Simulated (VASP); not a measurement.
A run of VASP 6.6.1 is set up as follows.

File INCAR:

```
SYSTEM = Ir
PREC     = Accurate       ! precision mode
ENCUT    = 420            ! plane-wave cutoff, eV
EDIFF    = 1E-8           ! SCF threshold, eV
ISMEAR   = -1             ! smearing method
SIGMA    = 0.05           ! smearing width, eV
LREAL    = .False.        ! projectors in reciprocal space
LASPH    = .True.         ! aspherical terms in the spheres
NELM     = 120            ! most SCF steps
ALGO     = Normal         ! electronic algorithm
ISIF     = 2              ! what is computed and relaxed
LWAVE    = .False.        ! write WAVECAR
LCHARG   = .False.        ! write CHGCAR
GGA      = PE             ! functional
LEFG     = .True.       
NBANDS   = 24             ! bands
GGA_COMPAT= .False.
```

The input KPOINTS:

```
Automatic mesh
0
Gamma
  10 10 10
  0 0 0
```

The input POSCAR:

```
Ir
1.0
    0.0000000000      2.6272165707      2.6272165707
    2.6272165707      0.0000000000      2.6272165707
    2.6272165707      2.6272165707      0.0000000000
Ir
2
Direct
   -0.2600000000     -0.0800000000     -0.0800000000
    0.2600000000      0.0800000000      0.0800000000
```

Potentials or basis: VASP PAW PBE potentials, release 64 (Ir_sv_GW).

Launch:

```bash
$ cat potpaw_PBE.64/Ir_sv_GW/POTCAR > POTCAR
$ mpirun -np 1 vasp_std > vasp.out
```

(1) Estimate the pressure.

(2) Predict the band gap on the k mesh.

(3) Estimate the largest force.

Answers

(1) 425.0 GPa.

(2) zero (bands 17 and 18 overlap by 1.80 eV).

(3) 191.644 eV/Å.

Caveat: the cell differs from its parent crystal (shortest bond scaled by 0.64); atoms lie so close that the PAW spheres overlap strongly, which falsifies energies and pressures; the cell stands under pressure; without QUAD_EFG the Cq values of the log hold for a quadrupole moment of 1 mb, not for the nuclei; spin-orbit coupling is left out, which moves the levels of the heavy elements; forces of over 1 eV/Å act on the atoms, so gaps and moduli don't describe the material at rest.
